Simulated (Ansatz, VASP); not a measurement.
# One calculation of CuS3, two programs

```
CELL_PARAMETERS angstrom
4.71392 0.00000 0.00000
0.00000 4.71392 0.00000
0.00000 0.00000 2.85903
ATOMIC_POSITIONS crystal
Cu 0.50000 0.50000 0.50000
S 0.00000 0.50000 0.00000
S 0.50000 0.00000 0.00000
S 0.00000 0.00000 0.00000
```

Alike in both runs: functional PBE; k mesh 4 × 4 × 6; occupations gaussian, width 0.1 eV; collinear spin.

Ansatz relaxed the structure, and its values are those at the end. VASP's run is a single point on that final structure, the one shown.

|  | VASP | Ansatz |
| --- | --- | --- |
| version | VASP 6.6.1 | Ansatz 0.2.0 |
| potentials or method | VASP PAW PBE potentials, release 64 (Cu, S), cutoff 520 eV | scalar-relativistic, plane waves, PAW |
| valence electrons in the cell | 29 | 37 |

```tsv
	VASP	Ansatz	Ansatz less VASP
gap on the k mesh at the Fermi level (eV)	none	none	-
pressure (GPa)	-0.1	0.0	+0.11
net moment per atom (μB)	0.00	0.00	0.000
```

A gap of «none» marks a metal or a gap that the smearing closes. VASP's potentials hold 29 valence electrons a cell and Ansatz's 37, so a difference there can come from the potentials and not from the codes. Ansatz's warnings: seeded moment not kept.

The k mesh is coarse, so the values compare programs but aren't converged.
